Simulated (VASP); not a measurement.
# TiZn3 (Pm-3m) in VASP: notebook

Runs on TiZn3. Level: LDA. Tasks: electric field gradients.

All numbers are computed with VASP 6.6.1; they aren't measurements. Logs are shortened: lines on timing, memory, paths and dates and some standing lists are left out, and cuts for length are marked.

### 1 The cell of the first run

Symmetry: Pm-3m, No. 221, cubic system. The conventional cell has a = 3.958 Å, b = 3.958 Å, c = 3.958 Å, α = 90.00°, β = 90.00°, γ = 90.00°. Ti (site symmetry m-3m) has 12 Zn at 2.80 Å within 3.7 Å. Within 3.7 Å of Zn (site symmetry 4/mmm) lie 4 Ti at 2.80 Å and 8 Zn at 2.80 Å.

### 2 Electric field gradients, LDA (15.50 Å³/atom)

INCAR

```
PREC = Accurate
ENCUT = 520
EDIFF = 1E-8
ISMEAR = -1
SIGMA = 0.05
LREAL = F
LASPH = T
NELM = 80
ALGO = Normal
ISIF = 2
LWAVE = F
LCHARG = F
LEFG = T
NBANDS = 32
```

KPOINTS

```
Automatic mesh
0
Gamma
  9 9 9
```

POSCAR

```
TiZn3
1.0
    3.9582418185      0.0000000000      0.0000000000
    0.0000000000      3.9582418185      0.0000000000
    0.0000000000      0.0000000000      3.9582418185
Ti Zn
1 3
Direct
    0.0000000000      0.0000000000      0.0000000000
    0.0000000000      0.5000000000      0.5000000000
    0.5000000000      0.0000000000      0.5000000000
    0.5000000000      0.5000000000      0.0000000000
```

Potentials or basis: VASP PAW LDA potentials, release 64 (Ti_sv, Zn).

The run is started by

```bash
cat potpaw_LDA.64/Ti_sv/POTCAR potpaw_LDA.64/Zn/POTCAR > POTCAR
mpirun -np 1 vasp_std > vasp.out
```

OUTCAR:

```text
PREC = Accurate
   ENCUT = 520
   EDIFF = 1E-8
   ISMEAR = -1
   LREAL = F
   LASPH = T
   NELM = 80
   ISIF = 2

 ion  position               nearest neighbor table
   1  0.000  0.000  0.000-   2 2.80   3 2.80   4 2.80   2 2.80   3 2.80   2 2.80   4 2.80   2 2.80
                             3 2.80   4 2.80   3 2.80   4 2.80
   2  0.000  0.500  0.500-   1 2.80   3 2.80   4 2.80   1 2.80   4 2.80   1 2.80   3 2.80   1 2.80
                             3 2.80   4 2.80   4 2.80   3 2.80
   3  0.500  0.000  0.500-   1 2.80   2 2.80   4 2.80   1 2.80   4 2.80   2 2.80   4 2.80   4 2.80
                             1 2.80   2 2.80   1 2.80   2 2.80
   4  0.500  0.500  0.000-   1 2.80   2 2.80   3 2.80   2 2.80   3 2.80   1 2.80   3 2.80   3 2.80
                             1 2.80   2 2.80   2 2.80   1 2.80

  LATTYP: Found a simple cubic cell.
 ALAT       =     3.9582418185

  Lattice vectors:

 A1 = (   3.9582418185,   0.0000000000,   0.0000000000)
 A2 = (   0.0000000000,   3.9582418185,   0.0000000000)
 A3 = (   0.0000000000,   0.0000000000,   3.9582418185)

Analysis of symmetry for initial positions (statically):
=====================================================================
 Subroutine PRICEL returns:
 Original cell was already a primitive cell.

 Routine SETGRP: Setting up the symmetry group for a
 simple cubic supercell.

 Subroutine GETGRP returns: Found 48 space group operations
 (whereof 48 operations were pure point group operations)
 out of a pool of 48 trial point group operations.

The static configuration has the point symmetry O_h .

Analysis of symmetry for dynamics (positions and initial velocities):
=====================================================================
 Subroutine PRICEL returns:
 Original cell was already a primitive cell.

 Routine SETGRP: Setting up the symmetry group for a
 simple cubic supercell.

 Subroutine GETGRP returns: Found 48 space group operations
 (whereof 48 operations were pure point group operations)
 out of a pool of 48 trial point group operations.

The dynamic configuration has the point symmetry O_h .

 Subroutine INISYM returns: Found 48 space group operations
 (whereof 48 operations are pure point group operations),
[... 144 lines left out ...]
  free energy    TOTEN  =       -14.84762006 eV

  energy without entropy =      -14.81884439  energy(sigma->0) =      -14.83323222

 E-fermi :   3.9259     XC(G=0): -11.9470

 val. band max:        3.9183101182   @ k =   0.4444   0.2222   0.2222
 cond. band min:       3.9341981461   @ k =   0.2222   0.2222   0.0000
 fundamental gap:      0.0158880279
 Fermi energy:         3.9258732408

 k-point     1 :       0.0000    0.0000    0.0000
  band No.  band energies     occupation
      1     -52.2055      2.00000
      2     -28.8472      2.00000
      3     -28.8472      2.00000
      4     -28.8472      2.00000
      5      -5.1108      2.00000
      6      -3.6872      2.00000
[... 829 lines left out ...]
     31      10.4483      0.00000
     32      11.2345      0.00000

 [... further k-points ...]

------------------------ aborting loop because EDIFF is reached ----------------------------------------

  FORCE on cell =-STRESS in cart. coord.  units (eV):
  Direction    XX          YY          ZZ          XY          YZ          ZX
  --------------------------------------------------------------------------------------
  -------------------------------------------------------------------------------------
  Total       -4.2160778     -4.2160778     -4.2160778      0.0000000      0.0000000     -0.0000000
  in kB     -108.9211541   -108.9211541   -108.9211541      0.0000000      0.0000000     -0.0000000
  external PRESSURE =    -108.9211541 kB  Pullay stress =       0.0000000 kB

 VOLUME and BASIS-vectors are now :
 -----------------------------------------------------------------------------
  energy-cutoff  :      520.00
  volume of cell :       62.02
      direct lattice vectors                 reciprocal lattice vectors
     3.958241818  0.000000000  0.000000000     0.252637420  0.000000000  0.000000000
     0.000000000  3.958241818  0.000000000     0.000000000  0.252637420  0.000000000
     0.000000000  0.000000000  3.958241818     0.000000000  0.000000000  0.252637420

 POSITION                                       TOTAL-FORCE (eV/Angst)
 -----------------------------------------------------------------------------------
      0.00000      0.00000      0.00000         0.000000      0.000000      0.000000
      0.00000      1.97912      1.97912         0.000000      0.000000      0.000000
      1.97912      0.00000      1.97912         0.000000      0.000000      0.000000
      1.97912      1.97912      0.00000         0.000000      0.000000      0.000000
 -----------------------------------------------------------------------------------
    total drift:                                0.000000      0.000000     -0.000000

  FREE ENERGIE OF THE ION-ELECTRON SYSTEM (eV)
  ---------------------------------------------------
  free  energy   TOTEN  =       -14.8476200559 eV

  energy  without entropy=      -14.8188443917  energy(sigma->0) =      -14.83323222

 Electric field gradients (V/A^2)
---------------------------------------------------------------------
 ion       V_xx      V_yy      V_zz      V_xy      V_xz      V_yz
---------------------------------------------------------------------
   1       0.000     0.000     0.000     0.000     0.000     0.000
   2      39.307   -19.653   -19.653     0.000     0.000    -0.000
   3     -19.653    39.307   -19.653     0.000    -0.000     0.000
   4     -19.653   -19.653    39.307     0.000     0.000    -0.000
---------------------------------------------------------------------

 Electric field gradients after diagonalization (V/A^2)
 (convention: |V_zz| > |V_xx| > |V_yy|)
----------------------------------------------------------------------
 ion       V_xx      V_yy      V_zz     asymmetry (V_yy - V_xx)/ V_zz
----------------------------------------------------------------------
   1       0.000     0.000     0.000      -0.283
   2     -19.653   -19.653    39.307       0.000
   3     -19.653   -19.653    39.307       0.000
   4     -19.653   -19.653    39.307       0.000
----------------------------------------------------------------------

           NMR quadrupolar parameters

 Cq : quadrupolar parameter    Cq=e*Q*V_zz/h
 eta: asymmetry parameters     (V_yy - V_xx)/ V_zz
 Q  : nuclear electric quadrupole moment in mb (millibarn)
----------------------------------------------------------------------
 ion       Cq(MHz)       eta       Q (mb)
----------------------------------------------------------------------
   1       0.000      -0.283       1.000
   2       0.095       0.000       1.000
   3       0.095       0.000       1.000
   4       0.095       0.000       1.000
----------------------------------------------------------------------
```

stdout:

```text
POSCAR found type information on POSCAR TiZn
 POSCAR found :  2 types and       4 ions
 scaLAPACK will be used
 LDA part: xc-table for (Slater(with rela. corr.)+CA(PZ))
 , standard interpolation
 POSCAR, INCAR and KPOINTS ok, starting setup
 FFT: planning ... GRIDC
 FFT: planning ... GRID_SOFT
 FFT: planning ... GRID
 WAVECAR not read
 entering main loop
ion   1

ion   2

ion   3

ion   4
```

Wall time 27 s (1 thread of Intel Xeon 6975P-C (Granite Rapids), shared host); peak memory 0.19 GiB.

What came out:

```yaml
Free_energy: -14.8476 eV
Pressure: -10.9 GPa
Band_gap_on_the_k_mesh: zero (bands 24 and 25 overlap by 1.83 eV)
Largest_electric_field_gradient_by_atom: Ti +0.0; Zn +39.3 V/Å²
```

Electric field gradients, principal values (V/Å²):
| atom | least | middle | greatest (by size) |
| --- | --- | --- | --- |
| 1 Ti | 0.000 | 0.000 | 0.000 |
| 2 Zn | -19.653 | -19.653 | 39.307 |
| 3 Zn | -19.653 | -19.653 | 39.307 |
| 4 Zn | -19.653 | -19.653 | 39.307 |

Caveat: the cell stands under tension; without QUAD_EFG the Cq values of the log hold for a quadrupole moment of 1 mb, not for the nuclei.

### 3 Electric field gradients, LDA (15.50 Å³/atom)

INCAR

```
SYSTEM = TiZn3
PREC = Accurate ; ENCUT = 520
EDIFF = 1E-8 ; ISMEAR = -1
SIGMA = 0.05 ; LREAL = .FALSE.
LASPH = .TRUE. ; NELM = 100
ALGO = Normal ; ISIF = 2
LWAVE = .FALSE. ; LCHARG = .FALSE.
LEFG = .TRUE. ; NBANDS = 32
```

KPOINTS

```
Automatic mesh
0
G
  9 9 9
  0 0 0
```

POSCAR is that of step 2.

Potentials or basis: VASP PAW LDA potentials, release 64 (Ti_sv, Zn).

The run is started by

```bash
cat potpaw_LDA.64/Ti_sv/POTCAR potpaw_LDA.64/Zn/POTCAR > POTCAR
mpirun -np 1 vasp_std > vasp.out
```

OUTCAR:

```text
SYSTEM = TiZn3
   PREC = Accurate
   ENCUT = 520
   EDIFF = 1E-8
   ISMEAR = -1
   LREAL = .FALSE.
   LASPH = .TRUE.
   NELM = 100
   ISIF = 2

 ion  position               nearest neighbor table
   1  0.000  0.000  0.000-   2 2.80   3 2.80   4 2.80   2 2.80   3 2.80   2 2.80   4 2.80   2 2.80
                             3 2.80   4 2.80   3 2.80   4 2.80
   2  0.000  0.500  0.500-   1 2.80   3 2.80   4 2.80   1 2.80   4 2.80   1 2.80   3 2.80   1 2.80
                             3 2.80   4 2.80   4 2.80   3 2.80
   3  0.500  0.000  0.500-   1 2.80   2 2.80   4 2.80   1 2.80   4 2.80   2 2.80   4 2.80   4 2.80
                             1 2.80   2 2.80   1 2.80   2 2.80
   4  0.500  0.500  0.000-   1 2.80   2 2.80   3 2.80   2 2.80   3 2.80   1 2.80   3 2.80   3 2.80
                             1 2.80   2 2.80   2 2.80   1 2.80

  LATTYP: Found a simple cubic cell.
 ALAT       =     3.9582418185

  Lattice vectors:

 A1 = (   3.9582418185,   0.0000000000,   0.0000000000)
 A2 = (   0.0000000000,   3.9582418185,   0.0000000000)
 A3 = (   0.0000000000,   0.0000000000,   3.9582418185)

Analysis of symmetry for initial positions (statically):
=====================================================================
 Subroutine PRICEL returns:
 Original cell was already a primitive cell.

 Routine SETGRP: Setting up the symmetry group for a
 simple cubic supercell.

 Subroutine GETGRP returns: Found 48 space group operations
 (whereof 48 operations were pure point group operations)
 out of a pool of 48 trial point group operations.

The static configuration has the point symmetry O_h .

Analysis of symmetry for dynamics (positions and initial velocities):
=====================================================================
 Subroutine PRICEL returns:
 Original cell was already a primitive cell.

 Routine SETGRP: Setting up the symmetry group for a
 simple cubic supercell.

 Subroutine GETGRP returns: Found 48 space group operations
 (whereof 48 operations were pure point group operations)
 out of a pool of 48 trial point group operations.

The dynamic configuration has the point symmetry O_h .

 Subroutine INISYM returns: Found 48 space group operations
 (whereof 48 operations are pure point group operations),
 and found     1 'primitive' translations

----------------------------------------------------------------------------------------

                                     Primitive cell

  volume of cell :      62.0165

  direct lattice vectors                    reciprocal lattice vectors
     3.958241818  0.000000000  0.000000000     0.252637420  0.000000000  0.000000000
     0.000000000  3.958241818  0.000000000     0.000000000  0.252637420  0.000000000
     0.000000000  0.000000000  3.958241818     0.000000000  0.000000000  0.252637420

  length of vectors
     3.958241818  3.958241818  3.958241818     0.252637420  0.252637420  0.252637420

  position of ions in fractional coordinates (direct lattice)
     0.000000000  0.000000000  0.000000000
     0.000000000  0.500000000  0.500000000
     0.500000000  0.000000000  0.500000000
     0.500000000  0.500000000  0.000000000

  ion indices of the primitive-cell ions
[... 94 lines left out ...]
   IALGO  =     38    algorithm
   IMIX   =      4    mixing-type and parameters
     AMIX     =   0.40;   BMIX     =  1.00
     AMIX_MAG =   1.60;   BMIX_MAG =  1.00
  volume/ion in A,a.u.               =      15.50       104.63
  Fermi-wavevector in a.u.,A,eV,Ry     =   1.503094  2.840437 30.739544  2.259293
  Thomas-Fermi vector in A             =   2.614249
   LORBIT       =      0    0 simple, 1 ext, 2 COOP (PROOUT), +10 PAW based schemes
   GGA     = CA    functional components
   LHFCALC =     F    Hartree Fock is set to
   AEXX    =    0.0000 exact exchange contribution
   IVDW    =     0    specifies the selected vdW correction
   LEPSILON=     F    determine dielectric tensor
   LRPA    =     F    only Hartree local field effects (RPA)
 non-spin polarized calculation
  energy-cutoff  :      520.00
  volume of cell :       62.02
 maximum number of plane-waves:      1743
 NGX is ok and might be reduce to    30
   NGX = 15   NGY = 15   NGZ = 15

 number of electron      48.0000059 magnetization

 Free energy of the ion-electron system (eV)
  ---------------------------------------------------
  ext. energy  EPLUGINS =         0.00000000
  ---------------------------------------------------
  free energy    TOTEN  =       -14.84762006 eV

  energy without entropy =      -14.81884439  energy(sigma->0) =      -14.83323222

 E-fermi :   3.9259     XC(G=0): -11.9470

 val. band max:        3.9183101182   @ k =   0.4444   0.2222   0.2222
 cond. band min:       3.9341981461   @ k =   0.2222   0.2222   0.0000
 fundamental gap:      0.0158880279
 Fermi energy:         3.9258732408

 k-point     1 :       0.0000    0.0000    0.0000
  band No.  band energies     occupation
      1     -52.2055      2.00000
      2     -28.8472      2.00000
      3     -28.8472      2.00000
      4     -28.8472      2.00000
      5      -5.1108      2.00000
      6      -3.6872      2.00000
[... 829 lines left out ...]
     31      10.4483      0.00000
     32      11.2345      0.00000

 [... further k-points ...]

------------------------ aborting loop because EDIFF is reached ----------------------------------------

  FORCE on cell =-STRESS in cart. coord.  units (eV):
  Direction    XX          YY          ZZ          XY          YZ          ZX
  --------------------------------------------------------------------------------------
  -------------------------------------------------------------------------------------
  Total       -4.2160778     -4.2160778     -4.2160778      0.0000000      0.0000000     -0.0000000
  in kB     -108.9211541   -108.9211541   -108.9211541      0.0000000      0.0000000     -0.0000000
  external PRESSURE =    -108.9211541 kB  Pullay stress =       0.0000000 kB

 VOLUME and BASIS-vectors are now :
 -----------------------------------------------------------------------------
  energy-cutoff  :      520.00
  volume of cell :       62.02
      direct lattice vectors                 reciprocal lattice vectors
     3.958241818  0.000000000  0.000000000     0.252637420  0.000000000  0.000000000
     0.000000000  3.958241818  0.000000000     0.000000000  0.252637420  0.000000000
     0.000000000  0.000000000  3.958241818     0.000000000  0.000000000  0.252637420

 POSITION                                       TOTAL-FORCE (eV/Angst)
 -----------------------------------------------------------------------------------
      0.00000      0.00000      0.00000         0.000000      0.000000      0.000000
      0.00000      1.97912      1.97912         0.000000      0.000000      0.000000
      1.97912      0.00000      1.97912         0.000000      0.000000      0.000000
      1.97912      1.97912      0.00000         0.000000      0.000000      0.000000
 -----------------------------------------------------------------------------------
    total drift:                                0.000000      0.000000     -0.000000

  FREE ENERGIE OF THE ION-ELECTRON SYSTEM (eV)
  ---------------------------------------------------
  free  energy   TOTEN  =       -14.8476200559 eV

  energy  without entropy=      -14.8188443917  energy(sigma->0) =      -14.83323222

 Electric field gradients (V/A^2)
---------------------------------------------------------------------
 ion       V_xx      V_yy      V_zz      V_xy      V_xz      V_yz
---------------------------------------------------------------------
   1       0.000     0.000     0.000     0.000     0.000     0.000
   2      39.307   -19.653   -19.653     0.000     0.000    -0.000
   3     -19.653    39.307   -19.653     0.000    -0.000     0.000
   4     -19.653   -19.653    39.307     0.000     0.000    -0.000
---------------------------------------------------------------------

 Electric field gradients after diagonalization (V/A^2)
 (convention: |V_zz| > |V_xx| > |V_yy|)
----------------------------------------------------------------------
 ion       V_xx      V_yy      V_zz     asymmetry (V_yy - V_xx)/ V_zz
----------------------------------------------------------------------
   1       0.000     0.000     0.000      -0.283
   2     -19.653   -19.653    39.307       0.000
   3     -19.653   -19.653    39.307       0.000
   4     -19.653   -19.653    39.307       0.000
----------------------------------------------------------------------

           NMR quadrupolar parameters

 Cq : quadrupolar parameter    Cq=e*Q*V_zz/h
 eta: asymmetry parameters     (V_yy - V_xx)/ V_zz
 Q  : nuclear electric quadrupole moment in mb (millibarn)
----------------------------------------------------------------------
 ion       Cq(MHz)       eta       Q (mb)
----------------------------------------------------------------------
   1       0.000      -0.283       1.000
   2       0.095       0.000       1.000
   3       0.095       0.000       1.000
   4       0.095       0.000       1.000
----------------------------------------------------------------------
```

OSZICAR:

```text
N       E                     dE             d eps       ncg     rms          rms(c)
DAV:   1     0.357722780267E+03    0.35772E+03   -0.23205E+04  2248   0.224E+03
DAV:   2     0.128506170170E+02   -0.34487E+03   -0.33287E+03  2256   0.456E+02
DAV:   3    -0.159174803585E+02   -0.28768E+02   -0.28193E+02  2832   0.136E+02
DAV:   4    -0.167531771138E+02   -0.83570E+00   -0.83316E+00  2712   0.208E+01
DAV:   5    -0.167668702100E+02   -0.13693E-01   -0.13692E-01  2632   0.236E+00    0.102E+01
DAV:   6    -0.154051901900E+02    0.13617E+01   -0.84596E+00  2408   0.287E+01    0.562E+00
DAV:   7    -0.149595531911E+02    0.44564E+00   -0.22934E+00  2624   0.138E+01    0.378E+00
DAV:   8    -0.148621139771E+02    0.97439E-01   -0.26317E-01  2552   0.577E+00    0.125E+00
DAV:   9    -0.148496729634E+02    0.12441E-01   -0.49135E-02  2720   0.142E+00    0.428E-01
DAV:  10    -0.148476780238E+02    0.19949E-02   -0.68201E-03  2528   0.753E-01    0.165E-01
DAV:  11    -0.148477424152E+02   -0.64391E-04   -0.24534E-03  2472   0.400E-01    0.105E-01
DAV:  12    -0.148476211971E+02    0.12122E-03   -0.51950E-04  2384   0.253E-01    0.218E-02
DAV:  13    -0.148476229233E+02   -0.17262E-05   -0.11098E-05  2744   0.274E-02    0.148E-02
DAV:  14    -0.148476201828E+02    0.27405E-05   -0.68588E-06  2656   0.191E-02    0.270E-03
DAV:  15    -0.148476200597E+02    0.12316E-06   -0.11769E-06  2840   0.777E-03    0.104E-03
DAV:  16    -0.148476200559E+02    0.37589E-08   -0.55249E-08  2312   0.235E-03
   1 F= -.14847620E+02 E0= -.14833232E+02  d E =-.287757E-01
```

Wall time 27 s (1 thread of Intel Xeon 6975P-C (Granite Rapids), shared host); peak memory 0.19 GiB.

What came out:

| Property | Result |
| --- | --- |
| Free energy | -14.8476 eV |
| Pressure | -10.9 GPa |
| Band gap on the k mesh | zero (bands 24 and 25 overlap by 1.83 eV) |
| Largest electric field gradient by atom | Ti +0.0; Zn +39.3 V/Å² |

Levels at points of the mesh, in eV from the Fermi level:
| k point | band 21 | band 22 | band 23 | band 24 | band 25 | band 26 | band 27 | band 28 |
| --- | --- | --- | --- | --- | --- | --- | --- | --- |
| (0.00, 0.00, 0.00) | -0.76 | -0.76 | 0.29 | 0.29 | 0.29 | 1.43 | 1.43 | 1.43 |

Electric field gradients, principal values (V/Å²):
| atom | least | middle | greatest (by size) |
| --- | --- | --- | --- |
| 1 Ti | 0.000 | 0.000 | 0.000 |
| 2 Zn | -19.653 | -19.653 | 39.307 |
| 3 Zn | -19.653 | -19.653 | 39.307 |
| 4 Zn | -19.653 | -19.653 | 39.307 |

Caveat: the cell stands under tension; without QUAD_EFG the Cq values of the log hold for a quadrupole moment of 1 mb, not for the nuclei.

(Part 1 of 2 ends here.)

The gap in the log of VASP goes by the Fermi energy; the results here count the filled bands.